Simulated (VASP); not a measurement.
# PbF2 (I4mm) in VASP: notebook

Runs on PbF2. Level: PBE. Tasks: single point.

Program: VASP 6.6.1. These are calculated values, not measurements. Logs are shortened: lines on timing, memory, paths and dates and some standing lists are left out, and cuts for length are marked.

**1. The cell of the first run**

Symmetry: I4mm, No. 107, tetragonal system. Conventional cell: a = 4.200 Å, b = 4.200 Å, c = 5.940 Å, α = 90.00°, β = 90.00°, γ = 90.00°. Within 3.2 Å of Pb (site symmetry 4mm) lie 8 F at 2.41 to 2.76 Å. F (site symmetry 2mm) has 4 Pb at 2.41 to 2.76 Å and 6 F at 2.97 Å within 3.2 Å.

**2. Single point, PBE**

File INCAR:

```
  PREC = Accurate
  ENCUT = 520
  EDIFF = 1E-6
  ISMEAR = 0
  SIGMA = 0.05
  LREAL = False
  LASPH = True
  NELM = 60
  ALGO = Normal
  ISIF = 2
  LWAVE = False
  LCHARG = True
  GGA = PE
  LELF = True
  LVHAR = True
  NBANDS = 21
```

File KPOINTS:

```
regular mesh
0
Gamma
  8 8 8
```

File POSCAR:

```
PbF2
1.0
    0.0000000000      2.9698500000      2.9698500000
    2.9698500000      0.0000000000      2.9698500000
    2.9698500000      2.9698500000      0.0000000000
Pb F
1 2
Direct
    0.0000000000      0.0000000000      0.0000000000
    0.1973879152      0.1973879152      0.3026120848
    0.6973879152      0.6973879152      0.8026120848
```

Potentials or basis: VASP PAW PBE potentials, release 64 (Pb_d, F).

Command:

```sh
$ cat potpaw_PBE.64/Pb_d/POTCAR potpaw_PBE.64/F/POTCAR > POTCAR
$ mpirun -np 1 vasp_std > vasp.out
```

OUTCAR:

```text
PREC = Accurate
   ENCUT = 520
   EDIFF = 1E-6
   ISMEAR = 0
   LREAL = False
   LASPH = True
   NELM = 60
   ISIF = 2
   GGA = PE

 ion  position               nearest neighbor table
   1  0.000  0.000  0.000-   3 2.41   3 2.41   2 2.41   2 2.41   3 2.76   3 2.76   2 2.76   2 2.76

   2  0.197  0.197  0.303-   1 2.41   1 2.41   1 2.76   1 2.76
   3  0.697  0.697  0.803-   1 2.41   1 2.41   1 2.76   1 2.76

  LATTYP: Found a face centered cubic cell.
 ALAT       =     5.9397000000

  Lattice vectors:

 A1 = (   0.0000000000,   2.9698500000,   2.9698500000)
 A2 = (   2.9698500000,   0.0000000000,   2.9698500000)
 A3 = (   2.9698500000,   2.9698500000,   0.0000000000)

Analysis of symmetry for initial positions (statically):
=====================================================================
 Subroutine PRICEL returns:
 Original cell was already a primitive cell.

 Routine SETGRP: Setting up the symmetry group for a
 face centered cubic supercell.

 Subroutine GETGRP returns: Found  8 space group operations
 (whereof  8 operations were pure point group operations)
 out of a pool of 48 trial point group operations.

The static configuration has the point symmetry C_4v.

Analysis of symmetry for dynamics (positions and initial velocities):
=====================================================================
 Subroutine PRICEL returns:
 Original cell was already a primitive cell.

 Routine SETGRP: Setting up the symmetry group for a
 face centered cubic supercell.

 Subroutine GETGRP returns: Found  8 space group operations
 (whereof  8 operations were pure point group operations)
 out of a pool of 48 trial point group operations.

The dynamic configuration has the point symmetry C_4v.

 Subroutine INISYM returns: Found  8 space group operations
 (whereof  8 operations are pure point group operations),
 and found     1 'primitive' translations

----------------------------------------------------------------------------------------

                                     Primitive cell

  volume of cell :      52.3882

  direct lattice vectors                    reciprocal lattice vectors
     0.000000000  2.969850000  2.969850000    -0.168358671  0.168358671  0.168358671
     2.969850000  0.000000000  2.969850000     0.168358671 -0.168358671  0.168358671
[... 76 lines left out ...]
   NGXF,Y,Z  is equivalent  to a cutoff of  25.33, 25.33, 25.33 a.u.
 SYSTEM =  unknown system
   PREC   = accura    normal or accurate (medium, high low for compatibility)
   ISTART =      0    job   : 0-new  1-cont  2-samecut
   ICHARG =      2    charge: 1-file 2-atom 10-const
   ISPIN  =      1    spin polarized calculation?
   LNONCOLLINEAR =      F non collinear calculations
   LSORBIT =      F    spin-orbit coupling
   LASPH  =      T    aspherical Exc in radial PAW
   ENCUT  =  520.0 eV  38.22 Ry    6.18 a.u.   7.81  7.81  7.81*2*pi/ulx,y,z
   NELM   =     60;   NELMIN=  2; NELMDL= -5     # of ELM steps
   EDIFF  = 0.1E-05   stopping-criterion for ELM
   LREAL  =      F    real-space projection
   EDIFFG = 0.1E-04   stopping-criterion for IOM
   NSW    =      0    number of steps for IOM
   IBRION =     -1    ionic relax: 0-MD 1-quasi-New 2-CG
   NFREE  =      0    steps in history (QN), initial steepest desc. (CG)
   ISIF   =      2    stress and relaxation
   ISYM   =      2    0-nonsym 1-usesym 2-fastsym
   POTIM  = 0.5000    time-step for ionic-motion
   TEBEG  =    0.0;   TEEND  =   0.0 temperature during run
   PSTRESS=    0.0 pullay stress
   NELECT =      28.0000    total number of electrons
   NUPDOWN=      -1.0000    fix difference up-down
   EMIN   =  10.00;   EMAX   =-10.00  energy-range for DOS
   EFERMI =   0.00;   METHOD = LEGACY
   ISMEAR =     0;   SIGMA  =   0.05  broadening in eV -4-tet -1-fermi 0-gaus
   EFERMI_NEDOS =   21; number of points for ismear=-14 and -15
   IALGO  =     38    algorithm
   IMIX   =      4    mixing-type and parameters
     AMIX     =   0.40;   BMIX     =  1.00
     AMIX_MAG =   1.60;   BMIX_MAG =  1.00
  volume/ion in A,a.u.               =      17.46       117.84
  Fermi-wavevector in a.u.,A,eV,Ry     =   1.328566  2.510625 24.015460  1.765086
  Thomas-Fermi vector in A             =   2.457794
   LORBIT       =      0    0 simple, 1 ext, 2 COOP (PROOUT), +10 PAW based schemes
   GGA     = PE    functional components
   LHFCALC =     F    Hartree Fock is set to
   AEXX    =    0.0000 exact exchange contribution
   IVDW    =     0    specifies the selected vdW correction
   LEPSILON=     F    determine dielectric tensor
   LRPA    =     F    only Hartree local field effects (RPA)
 non-spin polarized calculation
 Gauss-broadening in eV      SIGMA  =   0.05
  energy-cutoff  :      520.00
  volume of cell :       52.39
 maximum number of plane-waves:      1424
   NGX = 15   NGY = 15   NGZ = 15

 number of electron      27.9999991 magnetization

 Free energy of the ion-electron system (eV)
  ---------------------------------------------------
  ext. energy  EPLUGINS =         0.00000000
  ---------------------------------------------------
  free energy    TOTEN  =       -14.24802221 eV

  energy without entropy =      -14.24802221  energy(sigma->0) =      -14.24802221

 E-fermi :   2.2242     XC(G=0):  -9.3602

 val. band max:        1.9082545468   @ k =   0.2500  -0.2500   0.5000
 cond. band min:       6.2136411270   @ k =   0.5000   0.5000   0.0000
 fundamental gap:      4.3053865802
 Fermi energy:         2.2241868164

 k-point     1 :       0.0000    0.0000    0.0000
  band No.  band energies     occupation
      1     -19.3650      2.00000
      2     -18.7827      2.00000
      3     -12.5827      2.00000
      4     -12.5827      2.00000
      5     -12.5246      2.00000
      6     -12.4818      2.00000
[... 565 lines left out ...]
     20      17.3179      0.00000
     21      18.2927      0.00000

 [... further k-points ...]
[... 5 lines left out ...]
  --------------------------------------------------------------------------------------
  -------------------------------------------------------------------------------------
  Total        1.3599162      1.3599162      1.4130232      0.0000000      0.0000000      0.0000000
  in kB       41.5900264     41.5900264     43.2141867      0.0000000      0.0000000      0.0000000
  external PRESSURE =      42.1314131 kB  Pullay stress =       0.0000000 kB

 VOLUME and BASIS-vectors are now :
 -----------------------------------------------------------------------------
  energy-cutoff  :      520.00
  volume of cell :       52.39
      direct lattice vectors                 reciprocal lattice vectors
     0.000000000  2.969850000  2.969850000    -0.168358671  0.168358671  0.168358671
     2.969850000  0.000000000  2.969850000     0.168358671 -0.168358671  0.168358671
     2.969850000  2.969850000  0.000000000     0.168358671  0.168358671 -0.168358671

 POSITION                                       TOTAL-FORCE (eV/Angst)
 -----------------------------------------------------------------------------------
      0.00000      0.00000      0.00000         0.000000      0.000000     -0.672659
      1.48493      1.48493      1.17242         0.000000      0.000000      0.336330
      4.45477      4.45477      4.14227        -0.000000     -0.000000      0.336330
 -----------------------------------------------------------------------------------
    total drift:                               -0.000004     -0.000004      0.001348

  FREE ENERGIE OF THE ION-ELECTRON SYSTEM (eV)
  ---------------------------------------------------
  free  energy   TOTEN  =       -14.2480222135 eV

  energy  without entropy=      -14.2480222135  energy(sigma->0) =      -14.24802221
```

OSZICAR:

```text
N       E                     dE             d eps       ncg     rms          rms(c)
DAV:   1     0.299693808412E+03    0.29969E+03   -0.14658E+04  2496   0.153E+03
DAV:   2     0.109549209953E+02   -0.28874E+03   -0.27152E+03  2608   0.430E+02
DAV:   3    -0.153898399428E+02   -0.26345E+02   -0.26056E+02  2891   0.138E+02
DAV:   4    -0.161392715480E+02   -0.74943E+00   -0.74895E+00  2902   0.248E+01
DAV:   5    -0.161649764923E+02   -0.25705E-01   -0.25703E-01  3145   0.470E+00    0.799E+00
DAV:   6    -0.142564550681E+02    0.19085E+01   -0.84390E+00  3510   0.237E+01    0.263E+00
DAV:   7    -0.142533093613E+02    0.31457E-02   -0.42944E-01  2588   0.406E+00    0.155E+00
DAV:   8    -0.142496151589E+02    0.36942E-02   -0.96474E-02  2603   0.348E+00    0.505E-01
DAV:   9    -0.142468439788E+02    0.27712E-02   -0.17187E-02  3409   0.104E+00    0.104E-01
DAV:  10    -0.142479942974E+02   -0.11503E-02   -0.14081E-03  2528   0.292E-01    0.267E-02
DAV:  11    -0.142480117189E+02   -0.17421E-04   -0.10150E-04  2903   0.857E-02    0.102E-02
DAV:  12    -0.142480223912E+02   -0.10672E-04   -0.22172E-05  2596   0.335E-02    0.557E-03
DAV:  13    -0.142480222135E+02    0.17770E-06   -0.27335E-06  2974   0.138E-02
   1 F= -.14248022E+02 E0= -.14248022E+02  d E =-.505180E-21
```

stdout:

```text
POSCAR found type information on POSCAR PbF
 POSCAR found :  2 types and       3 ions
 scaLAPACK will be used
 LDA part: xc-table for (Slater+PW92), standard interpolation
 POSCAR, INCAR and KPOINTS ok, starting setup
 FFT: planning ... GRIDC
 FFT: planning ... GRID_SOFT
 FFT: planning ... GRID
 WAVECAR not read
 entering main loop
```

It took 18 s on 1 thread of Intel Xeon 6975P-C (Granite Rapids), shared host; peak memory 0.2 GiB.

What came out:

```yaml
Free_energy: -14.2480 eV
Pressure: 4.2 GPa
Largest_force: 0.673 eV/Å
Band_gap_on_the_k_mesh: 4.31 eV, indirect (least direct gap 4.63 eV)
```

Forces in eV/Å, atoms in the order of the input:
```
Pb   0.000  0.000 -0.673
F    0.000  0.000  0.336
F    0.000  0.000  0.336
```

Stress tensor (GPa, compression positive):
```
4.16 0.00 0.00
0.00 4.16 0.00
0.00 0.00 4.32
```

Caveat: the cell differs from its parent crystal (all F atoms moved +0.312 Å, as atom 2 towards its neighbour atom 3 (F) at 2.970 Å); spin-orbit coupling is left out, which moves the levels of the heavy elements.

**3. Single point, PBE**

File INCAR:

```
SYSTEM = PbF2
PREC = Accurate
ENCUT = 520
EDIFF = 1E-6
ISMEAR = 0
SIGMA = 0.05
LREAL = .False.
LASPH = .True.
NELM = 100
ALGO = Normal
ISIF = 2
LWAVE = .False.
LCHARG = .False.
GGA = PE
NBANDS = 21
```

File KPOINTS:

```
regular mesh
0
Gamma
  8 8 8
  0 0 0
```

File POSCAR:

```
PbF2
1.0
    0.0000000000      2.9698500000      2.9698500000
    2.9698500000      0.0000000000      2.9698500000
    2.9698500000      2.9698500000      0.0000000000
Pb F
1 2
Direct
    0.0000000000      0.0000000000      0.0000000000
    0.2184327491      0.2184327491      0.2815672509
    0.7184327491      0.7184327491      0.7815672509
```

Potentials or basis: VASP PAW PBE potentials, release 64 (Pb_d, F).

Command:

```sh
$ cat potpaw_PBE.64/Pb_d/POTCAR potpaw_PBE.64/F/POTCAR > POTCAR
$ mpirun -np 1 vasp_std > vasp.out
```

Run time: 17 s. Hardware: 1 thread of Intel Xeon 6975P-C (Granite Rapids), shared host; peak memory 0.2 GiB.

The run converged. Its results:

* Free energy: -14.3098 eV
* Pressure: 2.8 GPa
* Largest force: 0.335 eV/Å
* Band gap on the k mesh: 4.38 eV, indirect (least direct gap 4.60 eV)

Forces on the atoms (eV/Å):
```
Pb   0.000  0.000 -0.335
F    0.000  0.000  0.168
F    0.000  0.000  0.168
```

Stress tensor (GPa, compression positive):
```
2.73 0.00 0.00
0.00 2.73 0.00
0.00 0.00 2.91
```

Levels at points of the mesh, in eV from the valence-band top:
```tsv
k point	band 11	band 12	band 13	band 14	band 15	band 16	band 17	band 18
(0.00, 0.00, 0.00)	-2.48	-1.96	-1.96	-1.94	6.68	6.88	6.88	10.55
(0.50, 0.00, 0.00)	-2.68	-2.15	-2.14	-0.05	5.00	7.63	7.72	13.13
(0.50, 0.50, 0.00)	-1.60	-1.60	-1.55	-0.24	4.38	7.93	7.93	8.96
(0.00, 0.50, 0.50)	-1.71	-1.60	-1.48	-0.14	4.46	7.69	7.90	9.08
```

Caveat: the cell differs from its parent crystal (all F atoms moved +0.188 Å, as atom 2 towards its neighbour atom 3 (F) at 2.970 Å); spin-orbit coupling is left out, which moves the levels of the heavy elements. A k mesh can miss the band edges.
